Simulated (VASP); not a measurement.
# K (Im-3m) in VASP: a series of runs

K is run at these levels: r2SCAN; tasks: single point, relaxation of volume and atoms at fixed shape.

Program: VASP 6.6.1. These are calculated values, not measurements. Logs are shortened: lines on timing, memory, paths and dates and some standing lists are left out, and cuts for length are marked.

### 1 The cell of the first run

Symmetry: Im-3m, No. 229, cubic system. The conventional cell has a = 5.338 Å, b = 5.338 Å, c = 5.338 Å, α = 90.00°, β = 90.00°, γ = 90.00°.

### 2 Single point, r2SCAN

Contents of POSCAR:

```
K
1.0
   -2.6687532700      2.6687532700      2.6687532700
    2.6687532700     -2.6687532700      2.6687532700
    2.6687532700      2.6687532700     -2.6687532700
K
1
Direct
    0.0000000000      0.0000000000      0.0000000000
```

Contents of INCAR.step1:

```
ALGO = Normal
EDIFF = 1E-4
ENCUT = 520
GGA = PE
ISMEAR = 0
LASPH = True
LCHARG = False
LREAL = False
LWAVE = True
NBANDS = 10
NELM = 60
PREC = Accurate
SIGMA = 0.02
```

Contents of INCAR.step2:

```
ALGO = Normal
EDIFF = 1E-6
ENCUT = 520
ISIF = 2
ISMEAR = 0
ISTART = 1
LASPH = True
LCHARG = False
LMIXTAU = True
LREAL = False
LWAVE = False
METAGGA = R2SCAN
NBANDS = 10
NELM = 60
PREC = Accurate
SIGMA = 0.02
```

Contents of KPOINTS:

```
k-points
0
Gamma
  5 5 5
```

Potentials or basis: VASP PAW PBE potentials, release 64 (K_sv).

Launch:

```bash
> cat potpaw_PBE.64/K_sv/POTCAR > POTCAR
> cp INCAR.step1 INCAR
> mpirun -np 1 vasp_std > vasp.out
> cp INCAR.step2 INCAR
> mpirun -np 1 vasp_std > vasp.out
```

OUTCAR:

```text
EDIFF = 1E-6
   ENCUT = 520
   ISIF = 2
   ISMEAR = 0
   ISTART = 1
   LASPH = True
   LREAL = False
   METAGGA = R2SCAN
   NELM = 60
   PREC = Accurate

 ion  position               nearest neighbor table
   1  0.000  0.000  0.000-

  LATTYP: Found a body centered cubic cell.
 ALAT       =     5.3375065400

  Lattice vectors:

 A1 = (  -2.6687532700,   2.6687532700,   2.6687532700)
 A2 = (   2.6687532700,  -2.6687532700,   2.6687532700)
 A3 = (   2.6687532700,   2.6687532700,  -2.6687532700)

Analysis of symmetry for initial positions (statically):
=====================================================================
 Subroutine PRICEL returns:
 Original cell was already a primitive cell.

 Routine SETGRP: Setting up the symmetry group for a
 body centered cubic supercell.

 Subroutine GETGRP returns: Found 48 space group operations
 (whereof 48 operations were pure point group operations)
 out of a pool of 48 trial point group operations.

The static configuration has the point symmetry O_h .

Analysis of symmetry for dynamics (positions and initial velocities):
=====================================================================
 Subroutine PRICEL returns:
 Original cell was already a primitive cell.

 Routine SETGRP: Setting up the symmetry group for a
 body centered cubic supercell.

 Subroutine GETGRP returns: Found 48 space group operations
 (whereof 48 operations were pure point group operations)
 out of a pool of 48 trial point group operations.

The dynamic configuration has the point symmetry O_h .

 Subroutine INISYM returns: Found 48 space group operations
 (whereof 48 operations are pure point group operations),
 and found     1 'primitive' translations

----------------------------------------------------------------------------------------

                                     Primitive cell

  volume of cell :      76.0300

  direct lattice vectors                    reciprocal lattice vectors
    -2.668753270  2.668753270  2.668753270     0.000000000  0.187353400  0.187353400
     2.668753270 -2.668753270  2.668753270     0.187353400  0.000000000  0.187353400
     2.668753270  2.668753270 -2.668753270     0.187353400  0.187353400  0.000000000

  length of vectors
     4.622416257  4.622416257  4.622416257     0.264957720  0.264957720  0.264957720

[... 66 lines left out ...]
   NSW    =      0    number of steps for IOM
   IBRION =     -1    ionic relax: 0-MD 1-quasi-New 2-CG
   NFREE  =      0    steps in history (QN), initial steepest desc. (CG)
   ISIF   =      2    stress and relaxation
   ISYM   =      2    0-nonsym 1-usesym 2-fastsym
   POTIM  = 0.5000    time-step for ionic-motion
   TEBEG  =    0.0;   TEEND  =   0.0 temperature during run
   PSTRESS=    0.0 pullay stress
   NELECT =       9.0000    total number of electrons
   NUPDOWN=      -1.0000    fix difference up-down
   EMIN   =  10.00;   EMAX   =-10.00  energy-range for DOS
   EFERMI =   0.00;   METHOD = LEGACY
   ISMEAR =     0;   SIGMA  =   0.02  broadening in eV -4-tet -1-fermi 0-gaus
   EFERMI_NEDOS =   21; number of points for ismear=-14 and -15
   IALGO  =     38    algorithm
   IMIX   =      4    mixing-type and parameters
     AMIX     =   0.40;   BMIX     =  1.00
     AMIX_MAG =   1.60;   BMIX_MAG =  1.00
  volume/ion in A,a.u.               =      76.03       513.08
  Fermi-wavevector in a.u.,A,eV,Ry     =   0.803823  1.519006  8.791158  0.646132
  Thomas-Fermi vector in A             =   1.911764
   LORBIT       =      0    0 simple, 1 ext, 2 COOP (PROOUT), +10 PAW based schemes
   METAGGA = R2SCAN    functional components
   LHFCALC =     F    Hartree Fock is set to
   AEXX    =    0.0000 exact exchange contribution
   IVDW    =     0    specifies the selected vdW correction
   LEPSILON=     F    determine dielectric tensor
   LRPA    =     F    only Hartree local field effects (RPA)
 non-spin polarized calculation
 Gauss-broadening in eV      SIGMA  =   0.02
  energy-cutoff  :      520.00
  volume of cell :       76.03
 maximum number of plane-waves:      2093
 NGX is ok and might be reduce to    36
   NGX = 17   NGY = 17   NGZ = 17

 number of electron       9.0000001 magnetization

 Free energy of the ion-electron system (eV)
  ---------------------------------------------------
  ext. energy  EPLUGINS =         0.00000000
  ---------------------------------------------------
  free energy    TOTEN  =        -6.00697994 eV

  energy without entropy =       -6.00505739  energy(sigma->0) =       -6.00601867

 E-fermi :  -0.0610     XC(G=0):  -5.8232

 val. band max:       -0.4781555496   @ k =   0.4000   0.0000   0.0000
 cond. band min:      -0.0541265415   @ k =  -0.4000   0.4000   0.2000
 fundamental gap:      0.4240290082
 Fermi energy:        -0.0610388838

 k-point     1 :       0.0000    0.0000    0.0000
  band No.  band energies     occupation
      1     -33.8127      2.00000
      2     -16.4862      2.00000
      3     -16.4862      2.00000
      4     -16.4862      2.00000
      5      -2.3919      2.00000
      6       4.5838      0.00000
      7       4.5839      0.00000
      8       4.5839      0.00000
      9       5.5251      0.00000
     10       5.5251      0.00000
[... 105 lines left out ...]
 k-point    10 :      -0.4000    0.4000    0.4000
  band No.  band energies     occupation
      1     -33.8067      2.00000
      2     -16.5294      2.00000
      3     -16.5257      2.00000
      4     -16.5257      2.00000
      5       0.9985      0.00000
      6       1.8719      0.00000
      7       3.5250      0.00000
      8       3.5250      0.00000
      9       3.7659      0.00000
     10       6.4182      0.00000

------------------------ aborting loop because EDIFF is reached ----------------------------------------

  FORCE on cell =-STRESS in cart. coord.  units (eV):
  Direction    XX          YY          ZZ          XY          YZ          ZX
  --------------------------------------------------------------------------------------
  -------------------------------------------------------------------------------------
  Total       -0.0022729     -0.0022729     -0.0022729     -0.0000000      0.0000000      0.0000000
  in kB       -0.0478966     -0.0478966     -0.0478966     -0.0000000      0.0000000      0.0000000
  external PRESSURE =      -0.0478966 kB  Pullay stress =       0.0000000 kB

 VOLUME and BASIS-vectors are now :
 -----------------------------------------------------------------------------
  energy-cutoff  :      520.00
  volume of cell :       76.03
      direct lattice vectors                 reciprocal lattice vectors
    -2.668753270  2.668753270  2.668753270     0.000000000  0.187353400  0.187353400
     2.668753270 -2.668753270  2.668753270     0.187353400  0.000000000  0.187353400
     2.668753270  2.668753270 -2.668753270     0.187353400  0.187353400  0.000000000

 POSITION                                       TOTAL-FORCE (eV/Angst)
 -----------------------------------------------------------------------------------
      0.00000      0.00000      0.00000        -0.000000      0.000000      0.000000
 -----------------------------------------------------------------------------------
    total drift:                               -0.000000      0.000000      0.000000

  FREE ENERGIE OF THE ION-ELECTRON SYSTEM (eV)
  ---------------------------------------------------
  free  energy   TOTEN  =        -6.0069799445 eV

  energy  without entropy=       -6.0050573872  energy(sigma->0) =       -6.00601867
```

OSZICAR.step1:

```text
N       E                     dE             d eps       ncg     rms          rms(c)
DAV:   1     0.433184676443E+02    0.43318E+02   -0.35030E+03   200   0.675E+02
DAV:   2     0.577169699095E+00   -0.42741E+02   -0.42152E+02   214   0.188E+02
DAV:   3    -0.995436254802E+00   -0.15726E+01   -0.15687E+01   320   0.280E+01
DAV:   4    -0.104070987371E+01   -0.45274E-01   -0.45246E-01   268   0.475E+00
DAV:   5    -0.104169400212E+01   -0.98413E-03   -0.98409E-03   296   0.496E-01    0.188E+00
DAV:   6    -0.104195759341E+01   -0.26359E-03   -0.12567E-03   308   0.227E-01    0.116E+00
DAV:   7    -0.104241713893E+01   -0.45955E-03   -0.26997E-03   300   0.330E-01    0.531E-02
DAV:   8    -0.104248215602E+01   -0.65017E-04   -0.12552E-04   230   0.128E-01
   1 F= -.10424822E+01 E0= -.10415209E+01  d E =-.192256E-02
```

It took 16 s on 1 thread of Intel Xeon 6975P-C (Granite Rapids), shared host; peak memory 0.21 GiB.

What came out:

* Free energy: -6.0070 eV
* Pressure: 0.0 GPa
* Band gap on the k mesh: zero (an odd number of electrons rules out a gap without spin polarisation)

Levels at points of the mesh, in eV from the Fermi level:
```csv
k point,band 1,band 2,band 3,band 4,band 5,band 6,band 7,band 8,band 9
"(0.00, 0.00, 0.00)",-33.75,-16.43,-16.43,-16.43,-2.33,4.64,4.64,4.64,5.59
```

Caveat: the PAW data sets were made with another functional, which shifts forces and pressure a little.

### 3 Relaxation of volume and atoms at fixed shape, r2SCAN

This run uses another cell than the first one, of 71.32 Å³/atom.

Contents of POSCAR:

```
K
1.0
   -2.6125000000      2.6125000000      2.6125000000
    2.6125000000     -2.6125000000      2.6125000000
    2.6125000000      2.6125000000     -2.6125000000
K
1
Direct
    0.0000000000      0.0000000000      0.0000000000
```

Contents of INCAR.step1:

```
SYSTEM = K
ALGO     = Normal         ! electronic algorithm
EDIFF    = 1E-4           ! SCF threshold, eV
ENCUT    = 600            ! plane-wave cutoff, eV
GGA      = PE             ! functional
ISMEAR   = 0              ! smearing method
LASPH    = .TRUE.         ! aspherical terms in the spheres
LCHARG   = .FALSE.        ! write CHGCAR
LREAL    = .FALSE.        ! projectors in reciprocal space
LWAVE    = .TRUE.         ! write WAVECAR
NELM     = 60             ! most SCF steps
PREC     = Accurate       ! precision mode
SIGMA    = 0.02           ! smearing width, eV
```

Contents of INCAR.step2:

```
SYSTEM = K
ALGO     = Normal         ! electronic algorithm
EDIFF    = 1E-6           ! SCF threshold, eV
EDIFFG   = -0.02          ! ionic threshold
ENCUT    = 600            ! plane-wave cutoff, eV
IBRION   = 2              ! ionic algorithm
ISIF     = 8              ! what is computed and relaxed
ISMEAR   = 0              ! smearing method
ISTART   = 1            
LASPH    = .TRUE.         ! aspherical terms in the spheres
LCHARG   = .FALSE.        ! write CHGCAR
LMIXTAU  = .TRUE.       
LREAL    = .FALSE.        ! projectors in reciprocal space
LWAVE    = .FALSE.        ! write WAVECAR
METAGGA  = R2SCAN         ! meta-GGA
NELM     = 60             ! most SCF steps
NSW      = 60             ! ionic steps
PREC     = Accurate       ! precision mode
SIGMA    = 0.02           ! smearing width, eV
```

Contents of KPOINTS:

```
k-points
0
G
  5 5 5
  0 0 0
```

Potentials or basis: VASP PAW PBE potentials, release 64 (K_sv).

Launch:

```bash
> cat potpaw_PBE.64/K_sv/POTCAR > POTCAR
> cp INCAR.step1 INCAR
> mpirun -np 1 vasp_std > vasp.out
> cp INCAR.step2 INCAR
> mpirun -np 1 vasp_std > vasp.out
```

Wall time 88 s (1 thread of Intel Xeon 6975P-C (Granite Rapids), shared host); peak memory 0.22 GiB.

Results (log left out):

| Quantity | Value |
| --- | --- |
| Free energy | -6.0078 eV |
| Relaxed volume | 76.37 Å³/atom |
| Relaxed cell | a = 4.629 Å, b = 4.629 Å, c = 4.629 Å, α = 109.47°, β = 109.47°, γ = 109.47° |
| Space group after relaxing (to 0.1 Å) | Im-3m (No. 229) |
| Energy gained by relaxing | 4.0 meV/atom |
| Ionic steps | 5 |
| Pressure after relaxing | 0.0 GPa |
| Band gap on the k mesh | zero (an odd number of electrons rules out a gap without spin polarisation) |

The path:
```csv
step,energy change (eV),largest force (eV/Å),pressure (GPa),volume (Å³)
1,0.0000,0.0000,0.27,71.32
2,-0.0018,0.0000,0.19,72.57
3,-0.0034,0.0000,0.10,74.36
4,-0.0035,0.0000,-0.08,78.04
5,-0.0040,0.0000,0.00,76.37
```

Final structure:
```
CELL_PARAMETERS angstrom
-2.67267 2.67267 2.67267
2.67267 -2.67267 2.67267
2.67267 2.67267 -2.67267
ATOMIC_POSITIONS crystal
K 0.00000 0.00000 0.00000
```

Levels at points of the mesh, in eV from the Fermi level:
| k point | band 1 | band 2 | band 3 | band 4 | band 5 | band 6 | band 7 | band 8 |
| --- | --- | --- | --- | --- | --- | --- | --- | --- |
| (0.00, 0.00, 0.00) | -33.75 | -16.43 | -16.43 | -16.43 | -2.33 | 4.64 | 4.64 | 4.64 |

Caveat: the PAW data sets were made with another functional, which shifts forces and pressure a little.

The gap in the log of VASP goes by the Fermi energy; the results here count the filled bands.